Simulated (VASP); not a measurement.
# In16O23 (a cell with a defect) in VASP: single point with PBE

Aim: the single point of In16O23 (a cell with a defect) with PBE.

Everything below comes from runs of VASP 6.6.1. Logs are shortened: lines on timing, memory, paths and dates and some standing lists are left out, and cuts for length are marked.

## 1. The cell of the first run

The cell holds a defect, 39 atoms: a = 7.971 Å, b = 7.971 Å, c = 7.971 Å, α = 87.00°, β = 87.00°, γ = 87.00°.

## 2. Single point, PBE (atoms taken out)

The input, INCAR:

```
SYSTEM = In16O23
ALGO = Normal
EDIFF = 1E-6
ENCUT = 520
GGA = PE
ISIF = 2
ISMEAR = -1
LASPH = .True.
LCHARG = .False.
LREAL = Auto
LWAVE = .False.
NBANDS = 198
NELECT = 344.0
NELM = 100
PREC = Accurate
SIGMA = 0.01
```

The input, KPOINTS:

```
k-points
0
Gamma
  3 3 3
  0 0 0
```

The input, POSCAR:

```
In16O23
1.0
   -5.4870000000     -3.1679209270      4.8366666667
    5.4870000000     -3.1679209270      4.8366666667
    0.0000000000      6.3358418540      4.8366666667
In O
16 23
Direct
    0.3573100000      0.3573100000      0.3573100000
    0.8573100000      0.8573100000      0.3573100000
    0.8573100000      0.3573100000      0.8573100000
    0.3573100000      0.8573100000      0.8573100000
    0.1426900000      0.1426900000      0.1426900000
    0.6426900000      0.6426900000      0.1426900000
    0.6426900000      0.1426900000      0.6426900000
    0.1426900000      0.6426900000      0.6426900000
    0.6426900000      0.6426900000      0.6426900000
    0.1426900000      0.1426900000      0.6426900000
    0.1426900000      0.6426900000      0.1426900000
    0.6426900000      0.1426900000      0.1426900000
    0.8573100000      0.8573100000      0.8573100000
    0.3573100000      0.3573100000      0.8573100000
    0.3573100000      0.8573100000      0.3573100000
    0.8573100000      0.3573100000      0.3573100000
    0.1010000000      0.8990000000      0.7500000000
    0.1010000000      0.3990000000      0.2500000000
    0.6010000000      0.8990000000      0.2500000000
    0.7500000000      0.6010000000      0.3990000000
    0.2500000000      0.1010000000      0.3990000000
    0.2500000000      0.6010000000      0.8990000000
    0.7500000000      0.1010000000      0.8990000000
    0.3990000000      0.7500000000      0.6010000000
    0.8990000000      0.2500000000      0.6010000000
    0.8990000000      0.7500000000      0.1010000000
    0.3990000000      0.2500000000      0.1010000000
    0.3990000000      0.6010000000      0.2500000000
    0.8990000000      0.1010000000      0.2500000000
    0.8990000000      0.6010000000      0.7500000000
    0.3990000000      0.1010000000      0.7500000000
    0.2500000000      0.3990000000      0.6010000000
    0.7500000000      0.8990000000      0.6010000000
    0.7500000000      0.3990000000      0.1010000000
    0.2500000000      0.8990000000      0.1010000000
    0.6010000000      0.2500000000      0.3990000000
    0.1010000000      0.7500000000      0.3990000000
    0.1010000000      0.2500000000      0.8990000000
    0.6010000000      0.7500000000      0.8990000000
```

Potentials or basis: VASP PAW PBE potentials, release 64 (In_d, O).

Started as:

```
cat potpaw_PBE.64/In_d/POTCAR potpaw_PBE.64/O/POTCAR > POTCAR
mpirun -np 1 vasp_std > vasp.out
```

OUTCAR:

```text
SYSTEM = In16O23
   EDIFF = 1E-6
   ENCUT = 520
   GGA = PE
   ISIF = 2
   ISMEAR = -1
   LASPH = .True.
   LREAL = Auto
   NELECT = 344.0
   NELM = 100
   PREC = Accurate

 ion  position               nearest neighbor table
   1  0.357  0.357  0.357-  32 2.12  28 2.12  36 2.12  27 2.26  21 2.26  18 2.26   5 3.11  10 3.24
                            11 3.24  12 3.24   6 3.61   8 3.61   7 3.61  14 3.99  14 3.99  16 3.99
   2  0.857  0.857  0.357-  33 2.12  29 2.12  37 2.12  26 2.26  20 2.26  19 2.26   6 3.11   9 3.24
                            11 3.24  12 3.24   5 3.61   8 3.61   7 3.61  13 3.99  13 3.99  16 3.99
   3  0.857  0.357  0.857-  34 2.12  30 2.12  38 2.12  25 2.26  23 2.26   7 3.11  12 3.24   9 3.24
                            10 3.24   8 3.61   5 3.61   6 3.61  16 3.99  16 3.99  14 3.99  13 3.99
   4  0.357  0.857  0.857-  35 2.12  31 2.12  39 2.12  24 2.26  22 2.26  17 2.26   8 3.11  11 3.24
                            10 3.24   9 3.24   7 3.61   6 3.61   5 3.61  15 3.99  15 3.99  13 3.99
   5  0.143  0.143  0.143-  38 2.12  29 2.12  35 2.12  27 2.26  21 2.26  18 2.26   1 3.11  14 3.24
                            15 3.24  16 3.24   2 3.61   4 3.61   3 3.61  10 3.99  10 3.99  11 3.99
   6  0.643  0.643  0.143-  39 2.12  28 2.12  34 2.12  26 2.26  20 2.26  19 2.26   2 3.11  13 3.24
                            15 3.24  16 3.24   1 3.61   4 3.61   3 3.61   9 3.99   9 3.99  11 3.99
   7  0.643  0.143  0.643-  36 2.12  31 2.12  33 2.12  25 2.26  23 2.26   3 3.11  16 3.24  13 3.24
                            14 3.24   4 3.61   1 3.61   2 3.61  12 3.99  12 3.99   9 3.99  10 3.99
   8  0.143  0.643  0.643-  37 2.12  30 2.12  32 2.12  24 2.26  22 2.26  17 2.26   4 3.11  15 3.24
                            14 3.24  13 3.24   3 3.61   2 3.61   1 3.61  11 3.99  11 3.99  10 3.99
   9  0.643  0.643  0.643-  20 2.12  24 2.12  33 2.26  39 2.26  30 2.26  13 3.11   2 3.24   3 3.24
[... 36 lines left out ...]
  38  0.101  0.250  0.899-   5 2.12   3 2.12  10 2.26  14 2.26
  39  0.601  0.750  0.899-   6 2.12   4 2.12   9 2.26  13 2.26

  LATTYP: Found a trigonal (rhomboedric) cell.
 ALAT       =     7.9709620777
 COS(alpha) =     0.0522835256

  Lattice vectors:

 A1 = (  -5.4870000000,  -3.1679209270,   4.8366666667)
 A2 = (   5.4870000000,  -3.1679209270,   4.8366666667)
 A3 = (   0.0000000000,   6.3358418540,   4.8366666667)

Analysis of symmetry for initial positions (statically):
=====================================================================
 Subroutine PRICEL returns:
 Original cell was already a primitive cell.

 Routine SETGRP: Setting up the symmetry group for a
 trigonal (rhombohedral) supercell.

 Subroutine GETGRP returns: Found  2 space group operations
 (whereof  1 operations were pure point group operations)
 out of a pool of 12 trial point group operations.

The static configuration has the point symmetry C_1 .
 The point group associated with its full space group is C_2 .

Analysis of symmetry for dynamics (positions and initial velocities):
=====================================================================
 Subroutine PRICEL returns:
 Original cell was already a primitive cell.

 Routine SETGRP: Setting up the symmetry group for a
 trigonal (rhombohedral) supercell.

 Subroutine GETGRP returns: Found  2 space group operations
 (whereof  1 operations were pure point group operations)
 out of a pool of 12 trial point group operations.

The dynamic configuration has the point symmetry C_1 .
 The point group associated with its full space group is C_2 .

 Subroutine INISYM returns: Found  2 space group operations
 (whereof  1 operations are pure point group operations),
 and found     1 'primitive' translations

----------------------------------------------------------------------------------------

                                     Primitive cell

  volume of cell :     504.4367

  direct lattice vectors                    reciprocal lattice vectors
    -5.487000000 -3.167920927  4.836666667    -0.091124476 -0.052610741  0.068917988
     5.487000000 -3.167920927  4.836666667     0.091124476 -0.052610741  0.068917988
     0.000000000  6.335841854  4.836666667     0.000000000  0.105221482  0.068917988

  length of vectors
     7.970962078  7.970962078  7.970962078     0.125782547  0.125782547  0.125782547

  position of ions in fractional coordinates (direct lattice)
     0.357310000  0.357310000  0.357310000
     0.857310000  0.857310000  0.357310000
     0.857310000  0.357310000  0.857310000
     0.357310000  0.857310000  0.857310000
     0.142690000  0.142690000  0.142690000
     0.642690000  0.642690000  0.142690000
[... 31 lines left out ...]
     0.101000000  0.250000000  0.899000000
     0.601000000  0.750000000  0.899000000

  ion indices of the primitive-cell ions
   primitive index   ion index
                 1           1
                 2           2
                 3           3
                 4           4
                 5           5
                 6           6
[... 31 lines left out ...]
                38          38
                39          39

----------------------------------------------------------------------------------------

 KPOINTS: k-points

Automatic generation of k-mesh.
 Grid dimensions read from file:
 generate k-points for:    3    3    3

 Generating k-lattice:

  Cartesian coordinates                     Fractional coordinates (reciprocal lattice)
    -0.030374825 -0.017536914  0.022972663     0.333333333 -0.000000000 -0.000000000
     0.030374825 -0.017536914  0.022972663    -0.000000000  0.333333333 -0.000000000
     0.000000000  0.035073827  0.022972663    -0.000000000 -0.000000000  0.333333333

  Length of vectors
     0.041927516  0.041927516  0.041927516

  Shift w.r.t. Gamma in fractional coordinates (k-lattice)
     0.000000000  0.000000000  0.000000000

 Subroutine IBZKPT returns following result:
 ===========================================

 Found     10 irreducible k-points:

 Following reciprocal coordinates:
            Coordinates               Weight
  0.000000  0.000000  0.000000      1.000000
  0.333333 -0.000000  0.000000      4.000000
 -0.000000 -0.000000  0.333333      2.000000
  0.333333  0.333333  0.000000      2.000000
 -0.333333  0.000000 -0.333333      4.000000
 -0.333333  0.333333  0.000000      2.000000
  0.333333 -0.000000 -0.333333      4.000000
  0.333333  0.333333  0.333333      2.000000
 -0.333333  0.333333  0.333333      4.000000
  0.333333  0.333333 -0.333333      2.000000
   k-points           NKPTS =     10   k-points in BZ     NKDIM =     10   number of bands    NBANDS=    198
   number of dos      NEDOS =    301   number of ions     NIONS =     39
   total plane-waves  NPLWV = 216000
   dimension x,y,z NGX =    60 NGY =   60 NGZ =   60
   dimension x,y,z NGXF=   120 NGYF=  120 NGZF=  120
   ions per type =              16  23
   NGX,Y,Z   is equivalent  to a cutoff of  12.51, 12.51, 12.51 a.u.
   NGXF,Y,Z  is equivalent  to a cutoff of  25.03, 25.03, 25.03 a.u.
 SYSTEM =  In16O23
   PREC   = accura    normal or accurate (medium, high low for compatibility)
   ISTART =      0    job   : 0-new  1-cont  2-samecut
   ICHARG =      2    charge: 1-file 2-atom 10-const
   ISPIN  =      1    spin polarized calculation?
   LNONCOLLINEAR =      F non collinear calculations
   LSORBIT =      F    spin-orbit coupling
   LASPH  =      T    aspherical Exc in radial PAW
   ENCUT  =  520.0 eV  38.22 Ry    6.18 a.u.  14.82 14.82 14.82*2*pi/ulx,y,z
   NELM   =    100;   NELMIN=  2; NELMDL= -5     # of ELM steps
   EDIFF  = 0.1E-05   stopping-criterion for ELM
   LREAL  =      T    real-space projection
   EDIFFG = 0.1E-04   stopping-criterion for IOM
   NSW    =      0    number of steps for IOM
   IBRION =     -1    ionic relax: 0-MD 1-quasi-New 2-CG
   NFREE  =      0    steps in history (QN), initial steepest desc. (CG)
   ISIF   =      2    stress and relaxation
   ISYM   =      2    0-nonsym 1-usesym 2-fastsym
   POTIM  = 0.5000    time-step for ionic-motion
   TEBEG  =    0.0;   TEEND  =   0.0 temperature during run
   PSTRESS=    0.0 pullay stress
   NELECT =     344.0000    total number of electrons
   NUPDOWN=      -1.0000    fix difference up-down
   EMIN   =  10.00;   EMAX   =-10.00  energy-range for DOS
   EFERMI =   0.00;   METHOD = LEGACY
   ISMEAR =    -1;   SIGMA  =   0.01  broadening in eV -4-tet -1-fermi 0-gaus
   EFERMI_NEDOS =   21; number of points for ismear=-14 and -15
   IALGO  =     38    algorithm
   IMIX   =      4    mixing-type and parameters
     AMIX     =   0.40;   BMIX     =  1.00
     AMIX_MAG =   1.60;   BMIX_MAG =  1.00
  volume/ion in A,a.u.               =      12.93        87.28
  Fermi-wavevector in a.u.,A,eV,Ry     =   1.440983  2.723062 28.251558  2.076431
  Thomas-Fermi vector in A             =   2.559666
   LORBIT       =      0    0 simple, 1 ext, 2 COOP (PROOUT), +10 PAW based schemes
   GGA     = PE    functional components
   LHFCALC =     F    Hartree Fock is set to
   AEXX    =    0.0000 exact exchange contribution
   IVDW    =     0    specifies the selected vdW correction
   LEPSILON=     F    determine dielectric tensor
   LRPA    =     F    only Hartree local field effects (RPA)
 non-spin polarized calculation
  energy-cutoff  :      520.00
  volume of cell :      504.44
 maximum number of plane-waves:     13620
   NGX = 29   NGY = 29   NGZ = 29

 number of electron     344.0000032 magnetization

 Free energy of the ion-electron system (eV)
  ---------------------------------------------------
  ext. energy  EPLUGINS =         0.00000000
  ---------------------------------------------------
  free energy    TOTEN  =      -226.26049915 eV

  energy without entropy =     -226.26030420  energy(sigma->0) =     -226.26040167

 E-fermi :   5.7418     XC(G=0): -11.0900

 val. band max:        5.6966688459   @ k =   0.0000   0.0000   0.0000
 cond. band min:       5.7788847994   @ k =   0.0000   0.0000   0.0000
 fundamental gap:      0.0822159535
 Fermi energy:         5.7418023041

 k-point     1 :       0.0000    0.0000    0.0000
  band No.  band energies     occupation
      1     -12.1627      2.00000
      2     -11.8292      2.00000
      3     -11.7865      2.00000
      4     -11.6807      2.00000
      5     -11.5940      2.00000
      6     -11.4842      2.00000
[... 1859 lines left out ...]
    183      11.5354      0.00000
    184      11.5998      0.00000
 [bands above 184 left out]

------------------------ aborting loop because EDIFF is reached ----------------------------------------

  FORCE on cell =-STRESS in cart. coord.  units (eV):
  Direction    XX          YY          ZZ          XY          YZ          ZX
  --------------------------------------------------------------------------------------
  -------------------------------------------------------------------------------------
  Total        3.3020695      2.4278629     -2.5833269      0.0000000     -0.2975035      0.0000000
  in kB       10.4879375      7.7113079     -8.2050880      0.0000000     -0.9449219      0.0000000
  external PRESSURE =       3.3313858 kB  Pullay stress =       0.0000000 kB

 VOLUME and BASIS-vectors are now :
 -----------------------------------------------------------------------------
  energy-cutoff  :      520.00
  volume of cell :      504.44
      direct lattice vectors                 reciprocal lattice vectors
    -5.487000000 -3.167920927  4.836666667    -0.091124476 -0.052610741  0.068917988
     5.487000000 -3.167920927  4.836666667     0.091124476 -0.052610741  0.068917988
     0.000000000  6.335841854  4.836666667     0.000000000  0.105221482  0.068917988

 POSITION                                       TOTAL-FORCE (eV/Angst)
 -----------------------------------------------------------------------------------
      0.00000      0.00000      5.18457         0.315531     -0.241309     -0.204821
      0.00000     -3.16792     10.02123         0.016822     -0.301902      0.201987
     -2.74350      1.58396     10.02123        -1.362989      0.054316      1.152372
      2.74350      1.58396     10.02123         0.173283      0.510916      0.000898
      0.00000      0.00000      2.07043         0.016822      0.301902     -0.201987
      0.00000     -3.16792      6.90710         0.315531      0.241309      0.204821
[... 31 lines left out ...]
      0.81756      4.58398      6.04583         0.048876     -0.452980     -0.022390
      0.81756      1.41606     10.88250        -0.499454     -0.306675     -0.636829
 -----------------------------------------------------------------------------------
    total drift:                                0.001890      0.000000      0.000000

  FREE ENERGIE OF THE ION-ELECTRON SYSTEM (eV)
  ---------------------------------------------------
  free  energy   TOTEN  =      -226.2604991487 eV

  energy  without entropy=     -226.2603041993  energy(sigma->0) =     -226.26040167
```

It took 20 min on 1 thread of Intel Xeon 6975P-C (Granite Rapids), shared host; peak memory 0.85 GiB.

Results:

```yaml
Free_energy: -226.2605 eV
Largest_force: 1.786 eV/Å
```

Forces on the atoms (eV/Å):
```
In   0.316 -0.241 -0.205
In   0.017 -0.302  0.202
In  -1.363  0.054  1.152
In   0.173  0.511  0.001
In   0.017  0.302 -0.202
In   0.316  0.241  0.205
In  -1.363 -0.054 -1.152
In   0.173 -0.511 -0.001
In   0.869 -1.255  0.817
In  -0.255  0.041 -0.253
In   0.068  0.256  0.240
In  -0.363  0.437 -0.003
In  -0.255 -0.041  0.253
In   0.869  1.255 -0.817
In   0.068 -0.256 -0.240
In  -0.363 -0.437  0.003
O   -0.232  0.000  0.000
O   -0.160  0.091 -0.027
O   -0.160 -0.091  0.027
O   -0.021  0.627  0.029
O    0.162 -0.077  0.228
O   -0.504 -0.458 -0.241
O    1.155 -0.803 -0.015
O   -0.504  0.458  0.241
O    1.155  0.803  0.015
O    0.162  0.077 -0.228
O   -0.021 -0.627 -0.029
O   -0.010  0.000  0.000
O    0.407  0.000  0.000
O    0.328  0.685 -0.923
O    0.328 -0.685  0.923
O   -0.499  0.307  0.637
O    0.049  0.453  0.022
O    0.066 -0.420 -0.694
O   -0.121 -0.053 -0.054
O    0.066  0.420  0.694
O   -0.121  0.053  0.054
O    0.049 -0.453 -0.022
O   -0.499 -0.307 -0.637
```

Levels at points of the mesh, in eV from the Fermi level:
```
           k point  band 169  band 170  band 171  band 172  band 173  band 174  band 175  band 176
(0.00, 0.00, 0.00)     -0.19     -0.18     -0.10     -0.05      0.04      2.58      3.36      3.73
```

Caveat: the cell carries a net charge on a neutralising background, which shifts energy and pressure; the cell differs from its parent crystal (atoms taken out); the cell is charged against a uniform background, so pressure and absolute levels hang on convention; spin-orbit coupling is left out, which moves the levels of the heavy elements.
